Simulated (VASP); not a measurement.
**SnSe: single point with PBE**

The system is SnSe.

```
CELL_PARAMETERS angstrom
0.00000 3.07387 3.07387
3.07387 0.00000 3.07387
3.07387 3.07387 0.00000
ATOMIC_POSITIONS crystal
Sn 0.00000 0.00000 0.00000
Se 0.50000 0.50000 0.50000
```

This cell differs from its parent crystal: strained.

```json
{
 "Program": "VASP 6.6.1",
 "Task": "single point",
 "Functional": "PBE",
 "Potentials or basis": "VASP PAW PBE potentials, release 64 (Sn_d, Se)",
 "Cutoff": "520 eV",
 "k mesh": "10 × 10 × 10",
 "Occupations": "gaussian, width 0.05 eV",
 "Spin": "no spin polarisation",
 "Dipole correction": "no",
 "Further INCAR settings": "ALGO = Normal; EDIFF = 1e-07; NBANDS = 17"
}
```

The pressure is -1.9 GPa and the band gap on the k mesh is 0.32 eV, direct.

Levels at points of the mesh, in eV from the valence-band top:
| k point | band 6 | band 7 | band 8 | band 9 | band 10 | band 11 | band 12 | band 13 | band 14 | band 15 |
| --- | --- | --- | --- | --- | --- | --- | --- | --- | --- | --- |
| (0.00, 0.00, 0.00) | -13.49 | -5.30 | -2.05 | -2.05 | -2.05 | 4.04 | 4.04 | 4.04 | 5.90 | 5.90 |
| (0.50, 0.00, 0.00) | -12.69 | -7.78 | -1.82 | -1.82 | 0.00 | 0.32 | 1.24 | 1.24 | 8.05 | 9.83 |
| (0.50, 0.50, 0.00) | -12.47 | -6.04 | -5.08 | -3.38 | -3.38 | 3.20 | 4.96 | 4.96 | 5.54 | 10.22 |

Wall time 17 s on 1 thread of Intel(R) Xeon(R) Platinum 8559C (Emerald Rapids) (shared host), peak memory 0.2 GiB.

Caveat: the cell differs from its parent crystal (strained); spin-orbit coupling is left out, which moves the levels of the heavy elements. A k mesh can miss the band edges.
